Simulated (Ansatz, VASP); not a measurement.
Given: the input of a run of VASP 6.6.1 on SiNi3.

The input INCAR:

```
SYSTEM = SiNi3
PREC     = Accurate       ! precision mode
ENCUT    = 520            ! plane-wave cutoff, eV
EDIFF    = 1E-6           ! SCF threshold, eV
ISMEAR   = -1             ! smearing method
SIGMA    = 0.05           ! smearing width, eV
LREAL    = .FALSE.        ! projectors in reciprocal space
LASPH    = .TRUE.         ! aspherical terms in the spheres
NELM     = 150            ! most SCF steps
ALGO     = Normal         ! electronic algorithm
ISIF     = 2              ! what is computed and relaxed
LWAVE    = .FALSE.        ! write WAVECAR
LCHARG   = .FALSE.        ! write CHGCAR
ISPIN    = 2              ! spin polarisation
MAGMOM   = 1 -1 1 0       ! initial moments
LORBIT   = 11             ! projections on sites
LMAXMIX  = 4              ! l up to which the mixer works
GGA      = PS             ! functional
NBANDS   = 29             ! bands
```

KPOINTS

```
regular mesh
0
G
  8 8 8
  0 0 0
```

POSCAR

```
SiNi3
1.0
    3.5420000000      0.0000000000      0.0000000000
    0.0000000000      3.5420000000      0.0000000000
    0.0000000000      0.0000000000      3.5420000000
Ni Si
3 1
Direct
    0.5000000000      0.5000000000      0.0000000000
    0.5000000000      0.0000000000      0.5000000000
    0.0000000000      0.5000000000      0.5000000000
    0.0000000000      0.0000000000      0.0000000000
```

Potentials or basis: VASP PAW PBE potentials, release 64 (Ni, Si).

Command:

```sh
$ cat potpaw_PBE.64/Ni/POTCAR potpaw_PBE.64/Si/POTCAR > POTCAR
$ mpirun -np 1 vasp_std > vasp.out
```

Set up the same calculation for Ansatz 0.2.0. Potentials there: Ansatz PAW.

As run (the cutoff follows the program's own potentials):

The input input.yaml:

```yaml
crystal:
  lattice:
    - [3.542, 0.0, 0.0]
    - [0.0, 3.542, 0.0]
    - [0.0, 0.0, 3.542]
  atoms:
    - { symbol: Ni, position: [0.5, 0.5, 0.0], spin: 1.0 }
    - { symbol: Ni, position: [0.5, 0.0, 0.5], spin: -1.0 }
    - { symbol: Ni, position: [0.0, 0.5, 0.5], spin: 1.0 }
    - { symbol: Si, position: [0.0, 0.0, 0.0] }
hamiltonian:
  xc: pbesol
  pseudopotentials: { kind: paw }
magnetization:
  spin_polarized: true
kpoints:
  mp_grid: { grid: [8, 8, 8] }
scf:
  occupations: { method: fermi_dirac, width: 0.05 }
output:
  forces: true
  stress: true
  eigenvalues: true
```

Potentials or basis: Ansatz PAW.

Launch:

```console
$ ansatz run input.yaml --threads 2 --pin off --max-ram 5632MiB --backend cpu --events-out ev --progress --plain --runs-dir out
```

Both were run:

|  | VASP | Ansatz | Ansatz less VASP |
| --- | --- | --- | --- |
| gap on the k mesh at the Fermi level (eV) | none | none | - |
| pressure (GPa) | -13.9 | -14.1 | -0.28 |
| net moment per atom (μB) | 0.00 | 0.00 | 0.000 |

VASP's potentials were made for PBE, not for PBEsol. A gap of «none» marks a metal or a gap that the smearing closes. VASP's potentials hold 34 valence electrons a cell and Ansatz's 58, so a difference there can come from the potentials and not from the codes.
